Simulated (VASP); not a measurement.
# ZrC (Fm-3m) in VASP: further runs

ZrC is run at these levels: PBEsol; tasks: electric field gradients.

Program: VASP 6.6.1. These are calculated values, not measurements. Logs are shortened: lines on timing, memory, paths and dates and some standing lists are left out, and cuts for length are marked.

## 1. The cell of the first run

Symmetry: Fm-3m, No. 225, cubic system. The conventional cell has a = 3.741 Å, b = 3.741 Å, c = 3.741 Å, α = 90.00°, β = 90.00°, γ = 90.00°. Zr (site symmetry m-3m) has 6 C at 1.87 Å within 2.5 Å. Within 2.5 Å of C (site symmetry m-3m) lie 6 Zr at 1.87 Å.

## 2. Electric field gradients, PBEsol (6.54 Å³/atom)

INCAR reads:

```
PREC = Accurate
ENCUT = 520
EDIFF = 1E-8
ISMEAR = -1
SIGMA = 0.05
LREAL = False
LASPH = True
NELM = 80
ALGO = Normal
ISIF = 2
LWAVE = False
LCHARG = False
GGA = PS
LEFG = True
NBANDS = 15
```

KPOINTS reads:

```
regular mesh
0
Gamma
  13 13 13
```

POSCAR reads:

```
ZrC
1.0
    0.0000000000      1.8703022632      1.8703022632
    1.8703022632      0.0000000000      1.8703022632
    1.8703022632      1.8703022632      0.0000000000
Zr C
1 1
Direct
    0.0000000000      0.0000000000      0.0000000000
    0.5000000000      0.5000000000      0.5000000000
```

Potentials or basis: VASP PAW PBE potentials, release 64 (Zr_sv, C).

Launch:

```bash
$ cat potpaw_PBE.64/Zr_sv/POTCAR potpaw_PBE.64/C/POTCAR > POTCAR
$ mpirun -np 1 vasp_std > vasp.out
```

OUTCAR:

```text
PREC = Accurate
   ENCUT = 520
   EDIFF = 1E-8
   ISMEAR = -1
   LREAL = False
   LASPH = True
   NELM = 80
   ISIF = 2
   GGA = PS

 ion  position               nearest neighbor table
   1  0.000  0.000  0.000-   2 1.87   2 1.87   2 1.87   2 1.87   2 1.87   2 1.87
   2  0.500  0.500  0.500-   1 1.87   1 1.87   1 1.87   1 1.87   1 1.87   1 1.87

  LATTYP: Found a face centered cubic cell.
 ALAT       =     3.7406045264

  Lattice vectors:

 A1 = (   0.0000000000,   1.8703022632,   1.8703022632)
 A2 = (   1.8703022632,   0.0000000000,   1.8703022632)
 A3 = (   1.8703022632,   1.8703022632,   0.0000000000)

Analysis of symmetry for initial positions (statically):
=====================================================================
 Subroutine PRICEL returns:
 Original cell was already a primitive cell.

 Routine SETGRP: Setting up the symmetry group for a
 face centered cubic supercell.

 Subroutine GETGRP returns: Found 48 space group operations
 (whereof 48 operations were pure point group operations)
 out of a pool of 48 trial point group operations.

The static configuration has the point symmetry O_h .

Analysis of symmetry for dynamics (positions and initial velocities):
=====================================================================
 Subroutine PRICEL returns:
 Original cell was already a primitive cell.

 Routine SETGRP: Setting up the symmetry group for a
 face centered cubic supercell.

 Subroutine GETGRP returns: Found 48 space group operations
 (whereof 48 operations were pure point group operations)
 out of a pool of 48 trial point group operations.

The dynamic configuration has the point symmetry O_h .

 Subroutine INISYM returns: Found 48 space group operations
 (whereof 48 operations are pure point group operations),
 and found     1 'primitive' translations

----------------------------------------------------------------------------------------

                                     Primitive cell

  volume of cell :      13.0847

  direct lattice vectors                    reciprocal lattice vectors
     0.000000000  1.870302263  1.870302263    -0.267336467  0.267336467  0.267336467
     1.870302263  0.000000000  1.870302263     0.267336467 -0.267336467  0.267336467
     1.870302263  1.870302263  0.000000000     0.267336467  0.267336467 -0.267336467

  length of vectors
     2.645006826  2.645006826  2.645006826     0.463040344  0.463040344  0.463040344

  position of ions in fractional coordinates (direct lattice)
     0.000000000  0.000000000  0.000000000
     0.500000000  0.500000000  0.500000000

  ion indices of the primitive-cell ions
   primitive index   ion index
                 1           1
                 2           2

----------------------------------------------------------------------------------------

 KPOINTS: regular mesh

Automatic generation of k-mesh.
 Grid dimensions read from file:
 generate k-points for:   13   13   13

 Generating k-lattice:

  Cartesian coordinates                     Fractional coordinates (reciprocal lattice)
    -0.020564344  0.020564344  0.020564344     0.076923077  0.000000000  0.000000000
     0.020564344 -0.020564344  0.020564344     0.000000000  0.076923077  0.000000000
     0.020564344  0.020564344 -0.020564344     0.000000000  0.000000000  0.076923077

  Length of vectors
     0.035618488  0.035618488  0.035618488

  Shift w.r.t. Gamma in fractional coordinates (k-lattice)
     0.000000000  0.000000000  0.000000000

 Subroutine IBZKPT returns following result:
 ===========================================

 Found     84 irreducible k-points:

 Following reciprocal coordinates:
            Coordinates               Weight
  0.000000  0.000000  0.000000      1.000000
  0.076923  0.000000  0.000000      8.000000
  0.153846  0.000000  0.000000      8.000000
  0.230769  0.000000  0.000000      8.000000
  0.307692  0.000000  0.000000      8.000000
  0.384615  0.000000  0.000000      8.000000
[... 16 lines left out ...]
  0.384615  0.153846  0.000000     24.000000
  0.461538  0.153846  0.000000     24.000000
 [... further k-points ...]
   k-points           NKPTS =     84   k-points in BZ     NKDIM =     84   number of bands    NBANDS=     15
   number of dos      NEDOS =    301   number of ions     NIONS =      2
   total plane-waves  NPLWV =   8000
   dimension x,y,z NGX =    20 NGY =   20 NGZ =   20
   dimension x,y,z NGXF=    40 NGYF=   40 NGZF=   40
   ions per type =               1   1
   NGX,Y,Z   is equivalent  to a cutoff of  12.57, 12.57, 12.57 a.u.
   NGXF,Y,Z  is equivalent  to a cutoff of  25.14, 25.14, 25.14 a.u.
 SYSTEM =  unknown system
   PREC   = accura    normal or accurate (medium, high low for compatibility)
   ISTART =      0    job   : 0-new  1-cont  2-samecut
   ICHARG =      2    charge: 1-file 2-atom 10-const
   ISPIN  =      1    spin polarized calculation?
   LNONCOLLINEAR =      F non collinear calculations
   LSORBIT =      F    spin-orbit coupling
   LASPH  =      T    aspherical Exc in radial PAW
   ENCUT  =  520.0 eV  38.22 Ry    6.18 a.u.   4.92  4.92  4.92*2*pi/ulx,y,z
   NELM   =     80;   NELMIN=  2; NELMDL= -5     # of ELM steps
   EDIFF  = 0.1E-07   stopping-criterion for ELM
   LREAL  =      F    real-space projection
   EDIFFG = 0.1E-06   stopping-criterion for IOM
   NSW    =      0    number of steps for IOM
   IBRION =     -1    ionic relax: 0-MD 1-quasi-New 2-CG
   NFREE  =      0    steps in history (QN), initial steepest desc. (CG)
   ISIF   =      2    stress and relaxation
   ISYM   =      2    0-nonsym 1-usesym 2-fastsym
   POTIM  = 0.5000    time-step for ionic-motion
   TEBEG  =    0.0;   TEEND  =   0.0 temperature during run
   PSTRESS=    0.0 pullay stress
   NELECT =      16.0000    total number of electrons
   NUPDOWN=      -1.0000    fix difference up-down
   EMIN   =  10.00;   EMAX   =-10.00  energy-range for DOS
   EFERMI =   0.00;   METHOD = LEGACY
   ISMEAR =    -1;   SIGMA  =   0.05  broadening in eV -4-tet -1-fermi 0-gaus
   EFERMI_NEDOS =   21; number of points for ismear=-14 and -15
   IALGO  =     38    algorithm
   IMIX   =      4    mixing-type and parameters
     AMIX     =   0.40;   BMIX     =  1.00
     AMIX_MAG =   1.60;   BMIX_MAG =  1.00
  volume/ion in A,a.u.               =       6.54        44.15
  Fermi-wavevector in a.u.,A,eV,Ry     =   1.750625  3.308201 41.697591  3.064686
  Thomas-Fermi vector in A             =   2.821307
   LORBIT       =      0    0 simple, 1 ext, 2 COOP (PROOUT), +10 PAW based schemes
   GGA     = PS    functional components
   LHFCALC =     F    Hartree Fock is set to
   AEXX    =    0.0000 exact exchange contribution
   IVDW    =     0    specifies the selected vdW correction
   LEPSILON=     F    determine dielectric tensor
   LRPA    =     F    only Hartree local field effects (RPA)
 non-spin polarized calculation
  energy-cutoff  :      520.00
  volume of cell :       13.08
 maximum number of plane-waves:       365
   NGX =  9   NGY =  9   NGZ =  9

 number of electron      16.0000000 magnetization

 Free energy of the ion-electron system (eV)
  ---------------------------------------------------
  ext. energy  EPLUGINS =         0.00000000
  ---------------------------------------------------
  free energy    TOTEN  =        -7.91802066 eV

  energy without entropy =       -7.91385025  energy(sigma->0) =       -7.91593546

 E-fermi :  20.6699     XC(G=0): -16.0301

 val. band max:       20.5867170574   @ k =  -0.0769   0.0769   0.0000
 cond. band min:      20.6817765421   @ k =  -0.3846   0.4615   0.1538
 fundamental gap:      0.0950594848
 Fermi energy:        20.6698555221

 k-point     1 :       0.0000    0.0000    0.0000
  band No.  band energies     occupation
      1     -27.7813      2.00000
      2      -3.0688      2.00000
      3      -3.0688      2.00000
      4      -3.0688      2.00000
      5       8.2931      2.00000
      6      20.1585      1.99993
      7      20.1585      1.99993
      8      20.1585      1.99993
      9      20.7048      0.66442
     10      20.7048      0.66442
     11      20.7048      0.66441
     12      24.3896      0.00000
     13      24.3896      0.00000
     14      30.7666      0.00000
[... 401 lines left out ...]
      2      -8.7549      2.00000
      3      -4.4609      2.00000
      4      -4.0160      2.00000
      5      10.5129      2.00000
      6      13.7226      2.00000
      7      15.0794      2.00000
      8      17.8654      2.00000
      9      22.9069      0.00000
     10      29.0849      0.00000
     11      30.1078      0.00000
     12      33.2665      0.00000
     13      35.8947      0.00000
     14      39.7695      0.00000
     15      40.6971      0.00000

 [... further k-points ...]

------------------------ aborting loop because EDIFF is reached ----------------------------------------

  FORCE on cell =-STRESS in cart. coord.  units (eV):
  Direction    XX          YY          ZZ          XY          YZ          ZX
  --------------------------------------------------------------------------------------
  -------------------------------------------------------------------------------------
  Total       44.4344262     44.4344262     44.4344262      0.0000000      0.0000000     -0.0000000
  in kB     5440.8250886   5440.8250886   5440.8250886      0.0000000      0.0000000     -0.0000000
  external PRESSURE =    5440.8250886 kB  Pullay stress =       0.0000000 kB

 VOLUME and BASIS-vectors are now :
 -----------------------------------------------------------------------------
  energy-cutoff  :      520.00
  volume of cell :       13.08
      direct lattice vectors                 reciprocal lattice vectors
     0.000000000  1.870302263  1.870302263    -0.267336467  0.267336467  0.267336467
     1.870302263  0.000000000  1.870302263     0.267336467 -0.267336467  0.267336467
     1.870302263  1.870302263  0.000000000     0.267336467  0.267336467 -0.267336467

 POSITION                                       TOTAL-FORCE (eV/Angst)
 -----------------------------------------------------------------------------------
      0.00000      0.00000      0.00000        -0.000000     -0.000000     -0.000000
      1.87030      1.87030      1.87030         0.000000      0.000000      0.000000
 -----------------------------------------------------------------------------------
    total drift:                                0.000000     -0.000000     -0.000000

  FREE ENERGIE OF THE ION-ELECTRON SYSTEM (eV)
  ---------------------------------------------------
  free  energy   TOTEN  =        -7.9180206567 eV

  energy  without entropy=       -7.9138502534  energy(sigma->0) =       -7.91593546

 Electric field gradients (V/A^2)
---------------------------------------------------------------------
 ion       V_xx      V_yy      V_zz      V_xy      V_xz      V_yz
---------------------------------------------------------------------
   1      -0.000    -0.000    -0.000     0.000     0.000     0.000
   2      -0.000    -0.000    -0.000     0.000     0.000     0.000
---------------------------------------------------------------------

 Electric field gradients after diagonalization (V/A^2)
 (convention: |V_zz| > |V_xx| > |V_yy|)
----------------------------------------------------------------------
 ion       V_xx      V_yy      V_zz     asymmetry (V_yy - V_xx)/ V_zz
----------------------------------------------------------------------
   1      -0.000    -0.000     0.000       0.000
   2      -0.000    -0.000     0.001       0.000
----------------------------------------------------------------------

           NMR quadrupolar parameters

 Cq : quadrupolar parameter    Cq=e*Q*V_zz/h
 eta: asymmetry parameters     (V_yy - V_xx)/ V_zz
 Q  : nuclear electric quadrupole moment in mb (millibarn)
----------------------------------------------------------------------
 ion       Cq(MHz)       eta       Q (mb)
----------------------------------------------------------------------
   1       0.000       0.000       1.000
   2       0.000       0.000       1.000
----------------------------------------------------------------------
```

Run time: 32 s. Hardware: 1 thread of Intel Xeon 8259CL, shared host; peak memory 0.14 GiB.

Results:

```yaml
Free_energy: -7.9180 eV
Pressure: 544.1 GPa
Band_gap_on_the_k_mesh: zero (bands 8 and 9 overlap by 2.63 eV)
Largest_electric_field_gradient_by_atom: zero within the noise of the run
```

Caveat: the cell stands under pressure; the PAW data sets were made with another functional, which shifts forces and pressure a little.

## 3. Electric field gradients, PBEsol (13.08 Å³/atom)

This run uses another cell than the first one, of 13.08 Å³/atom.

INCAR reads:

```
SYSTEM = ZrC
ALGO = Normal ; EDIFF = 1E-8
ENCUT = 520 ; GGA = PS
ISIF = 2 ; ISMEAR = -1
LASPH = .True. ; LCHARG = .False.
LEFG = .True. ; LREAL = .False.
LWAVE = .False. ; NBANDS = 15
NELM = 80 ; PREC = Accurate
SIGMA = 0.05
```

KPOINTS reads:

```
k-points
0
Gamma
  13 13 13
  0 0 0
```

POSCAR reads:

```
ZrC
1.0
    0.0000000000      2.3564331911      2.3564331911
    2.3564331911      0.0000000000      2.3564331911
    2.3564331911      2.3564331911      0.0000000000
Zr C
1 1
Direct
    0.0000000000      0.0000000000      0.0000000000
    0.5000000000      0.5000000000      0.5000000000
```

Potentials or basis: VASP PAW PBE potentials, release 64 (Zr_sv, C).

Launch:

```bash
$ cat potpaw_PBE.64/Zr_sv/POTCAR potpaw_PBE.64/C/POTCAR > POTCAR
$ mpirun -np 1 vasp_std > vasp.out
```

OUTCAR:

```text
SYSTEM = ZrC
   EDIFF = 1E-8
   ENCUT = 520
   GGA = PS
   ISIF = 2
   ISMEAR = -1
   LASPH = .True.
   LREAL = .False.
   NELM = 80
   PREC = Accurate

 ion  position               nearest neighbor table
   1  0.000  0.000  0.000-   2 2.36   2 2.36   2 2.36   2 2.36   2 2.36   2 2.36
   2  0.500  0.500  0.500-   1 2.36   1 2.36   1 2.36   1 2.36   1 2.36   1 2.36

  LATTYP: Found a face centered cubic cell.
 ALAT       =     4.7128663822

  Lattice vectors:

 A1 = (   0.0000000000,   2.3564331911,   2.3564331911)
 A2 = (   2.3564331911,   0.0000000000,   2.3564331911)
 A3 = (   2.3564331911,   2.3564331911,   0.0000000000)

Analysis of symmetry for initial positions (statically):
=====================================================================
 Subroutine PRICEL returns:
 Original cell was already a primitive cell.

 Routine SETGRP: Setting up the symmetry group for a
 face centered cubic supercell.

[... 621 lines left out ...]
      direct lattice vectors                 reciprocal lattice vectors
     0.000000000  2.356433191  2.356433191    -0.212185095  0.212185095  0.212185095
     2.356433191  0.000000000  2.356433191     0.212185095 -0.212185095  0.212185095
     2.356433191  2.356433191  0.000000000     0.212185095  0.212185095 -0.212185095

 POSITION                                       TOTAL-FORCE (eV/Angst)
 -----------------------------------------------------------------------------------
      0.00000      0.00000      0.00000         0.000000      0.000000      0.000000
      2.35643      2.35643      2.35643         0.000000     -0.000000     -0.000000
 -----------------------------------------------------------------------------------
    total drift:                                0.000000      0.000000      0.000000

  FREE ENERGIE OF THE ION-ELECTRON SYSTEM (eV)
  ---------------------------------------------------
  free  energy   TOTEN  =       -20.5617570170 eV

  energy  without entropy=      -20.5591152649  energy(sigma->0) =      -20.56043614

 Electric field gradients (V/A^2)
---------------------------------------------------------------------
 ion       V_xx      V_yy      V_zz      V_xy      V_xz      V_yz
---------------------------------------------------------------------
   1      -0.000     0.000    -0.000    -0.000    -0.000    -0.000
   2       0.000    -0.000    -0.000    -0.000    -0.000    -0.000
---------------------------------------------------------------------

 Electric field gradients after diagonalization (V/A^2)
 (convention: |V_zz| > |V_xx| > |V_yy|)
----------------------------------------------------------------------
 ion       V_xx      V_yy      V_zz     asymmetry (V_yy - V_xx)/ V_zz
----------------------------------------------------------------------
   1       0.000     0.000    -0.000       0.000
   2       0.000     0.000    -0.000       0.000
----------------------------------------------------------------------

           NMR quadrupolar parameters

 Cq : quadrupolar parameter    Cq=e*Q*V_zz/h
 eta: asymmetry parameters     (V_yy - V_xx)/ V_zz
 Q  : nuclear electric quadrupole moment in mb (millibarn)
----------------------------------------------------------------------
 ion       Cq(MHz)       eta       Q (mb)
----------------------------------------------------------------------
   1      -0.000       0.000       1.000
   2      -0.000       0.000       1.000
----------------------------------------------------------------------
```

OSZICAR:

```text
N       E                     dE             d eps       ncg     rms          rms(c)
DAV:   1     0.101666197081E+03    0.10167E+03   -0.87261E+03  2520   0.108E+03
DAV:   2    -0.192631332095E+02   -0.12093E+03   -0.11325E+03  3255   0.285E+02
DAV:   3    -0.237319248732E+02   -0.44688E+01   -0.44376E+01  3625   0.480E+01
DAV:   4    -0.238029914691E+02   -0.71067E-01   -0.71039E-01  3234   0.588E+00
DAV:   5    -0.238043292155E+02   -0.13377E-02   -0.13377E-02  3424   0.530E-01    0.205E+01
DAV:   6    -0.206957496970E+02    0.31086E+01   -0.56960E+00  2995   0.217E+01    0.745E+00
DAV:   7    -0.205877100900E+02    0.10804E+00   -0.58422E-01  2929   0.562E+00    0.625E+00
DAV:   8    -0.205925531783E+02   -0.48431E-02   -0.31964E-01  3046   0.416E+00    0.431E+00
DAV:   9    -0.205621557034E+02    0.30397E-01   -0.55923E-02  2716   0.163E+00    0.592E-01
DAV:  10    -0.205617770885E+02    0.37861E-03   -0.43072E-03  3255   0.577E-01    0.119E-01
DAV:  11    -0.205617629191E+02    0.14169E-04   -0.18471E-04  2807   0.134E-01    0.468E-02
DAV:  12    -0.205617575714E+02    0.53477E-05   -0.45464E-06  3279   0.178E-02    0.843E-03
DAV:  13    -0.205617570955E+02    0.47590E-06   -0.12260E-06  3067   0.699E-03    0.250E-03
DAV:  14    -0.205617570202E+02    0.75311E-07   -0.64522E-08  2996   0.168E-03    0.442E-04
DAV:  15    -0.205617570170E+02    0.32182E-08   -0.37572E-09  2199   0.469E-04
   1 F= -.20561757E+02 E0= -.20560436E+02  d E =-.264175E-02
```

Wall time 76 s (1 thread of Intel Xeon 8259CL, shared host); peak memory 0.18 GiB.

Results:

* Free energy: -20.5618 eV
* Pressure: -5.9 GPa
* Band gap on the k mesh: zero (bands 8 and 9 overlap by 1.32 eV)
* Largest electric field gradient by atom: zero within the noise of the run

Caveat: the cell stands under tension; the PAW data sets were made with another functional, which shifts forces and pressure a little.
